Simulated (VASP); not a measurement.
Write the native input for VASP 6.6.1 that does the following.

| Item | Value |
| --- | --- |
| Task | single point |
| Functional | PBE |
| Potentials or basis | VASP PAW PBE potentials, release 64 (K_sv, Na_pv, B, Cl) |
| Cutoff | 520 eV |
| k mesh | 4 × 4 × 2 |
| Occupations | gaussian, width 0.1 eV |
| Spin | no spin polarisation |
| Dipole correction | no |
| Further INCAR settings | ALGO = Normal; EDIFF = 1e-07; NBANDS = 46 |

The structure of K2NaBCl6 lies in POSCAR:

```
K2NaBCl6
1.0
    4.8986443200      0.0000000000      0.0000000000
    0.0000000000      4.8986443200      0.0000000000
    0.0000000000      0.0000000000      9.7972886400
K Na B Cl
2 1 1 6
Direct
    0.5000000000      0.5000000000      0.2500000000
    0.5000000000      0.5000000000      0.7500000000
    0.0000000000      0.0000000000      0.5000000000
    0.0000000000      0.0000000000      0.0000000000
    0.5000000000      0.0000000000      0.0000000000
    0.5000000000      0.0000000000      0.5000000000
    0.0000000000      0.5000000000      0.0000000000
    0.0000000000      0.5000000000      0.5000000000
    0.0000000000      0.0000000000      0.2500000000
    0.0000000000      0.0000000000      0.7500000000
```

These files were run (other wordings do the same):

INCAR

```
PREC = Accurate
ENCUT = 520
EDIFF = 1E-7
ISMEAR = 0
SIGMA = 0.1
LREAL = False
LASPH = True
NELM = 80
ALGO = Normal
ISIF = 2
LWAVE = False
LCHARG = False
GGA = PE
NBANDS = 46
```

KPOINTS

```
regular mesh
0
Gamma
  4 4 2
```

Potentials or basis: VASP PAW PBE potentials, release 64 (K_sv, Na_pv, B, Cl).

Launch:

```bash
$ cat potpaw_PBE.64/K_sv/POTCAR potpaw_PBE.64/Na_pv/POTCAR potpaw_PBE.64/B/POTCAR potpaw_PBE.64/Cl/POTCAR > POTCAR
$ mpirun -np 1 vasp_std > vasp.out
```

Results of the run:

```json
{"Pressure": "0.2 GPa", "Largest force": "2.894 eV/Å", "Band gap on the k mesh": "zero (band 35 reaches 0.57 eV, above the bottom of band 36 at 0.25 eV)"}
```

Caveat: forces of over 1 eV/Å act on the atoms, so gaps and moduli don't describe the material at rest.

Run time: 99 s on 1 thread of Intel(R) Xeon(R) Platinum 8488C (Sapphire Rapids), on a shared host, peak memory 0.37 GiB.
